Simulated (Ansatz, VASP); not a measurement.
## ZnS in VASP and in Ansatz

File POSCAR:

```
ZnS
1.0
    0.0000000000      2.7046500000      2.6640802500
    2.7046500000      0.0000000000      2.6640802500
    2.7046500000      2.7046500000      0.0000000000
Zn S
1 1
Direct
    0.0000000000      0.0000000000      0.0000000000
    0.7500000000      0.7500000000      0.7500000000
```

File INCAR.step1:

```
SYSTEM = ZnS
PREC = Accurate
ENCUT = 520
ISMEAR = 0
SIGMA = 0.05
LREAL = .FALSE.
LASPH = .TRUE.
NELM = 100
NBANDS = 16
GGA = PE
ALGO = Normal
EDIFF = 1E-4
LWAVE = .TRUE.
LCHARG = .FALSE.
```

File INCAR.step2:

```
SYSTEM = ZnS
PREC = Accurate
ENCUT = 520
EDIFF = 1E-7
ISMEAR = 0
SIGMA = 0.05
LREAL = .FALSE.
LASPH = .TRUE.
NELM = 100
ALGO = Normal
ISIF = 2
LWAVE = .FALSE.
LCHARG = .TRUE.
METAGGA = R2SCAN
LMIXTAU = .TRUE.
LELF = .TRUE.
LVHAR = .TRUE.
NBANDS = 16
ISTART = 1
```

File KPOINTS:

```
Automatic mesh
0
G
  8 8 8
  0 0 0
```

Input for Ansatz:

```yaml
crystal:
  lattice:
    - [0.0, 2.70465, 2.66408025]
    - [2.70465, 0.0, 2.66408025]
    - [2.70465, 2.70465, 0.0]
  atoms:
    - { symbol: Zn, position: [0.0, 0.0, 0.0] }
    - { symbol: S, position: [0.75, 0.75, 0.75] }
basis:
  ecutwfc: 500
kpoints:
  mp_grid: { grid: [8, 8, 8] }
hamiltonian:
  xc: r2scan
scf:
  occupations: { method: gaussian, width: 0.05 }
output:
  forces: true
  stress: true
  eigenvalues: true
```

Change from the starting cell: strain +0.000 along x and y, -0.015 along z, atoms carried along.

Alike in both runs: task single point; functional r2SCAN; k mesh 8 × 8 × 8; occupations gaussian, width 0.05 eV; no spin polarisation.

|  | VASP | Ansatz |
| --- | --- | --- |
| version | VASP 6.6.1 | Ansatz 0.2.0 |
| potentials or method | VASP PAW PBE potentials, release 64 (Zn, S), cutoff 520 eV | scalar-relativistic, plane waves, PAW |
| valence electrons in the cell | 18 | 18 |

|  | VASP | Ansatz | Ansatz less VASP |
| --- | --- | --- | --- |
| gap on the k mesh at the Fermi level (eV) | 2.70 | 2.68 | -0.011 |
| least direct gap on the mesh (eV) | 2.70 | 2.68 | -0.011 |
| pressure (GPa) | 0.3 | 0.3 | -0.03 |
| traceless stress, the component that is largest in VASP (GPa) | 0.39 | 0.42 | +0.035 |

VASP's potentials were made for PBE, not for r2SCAN.
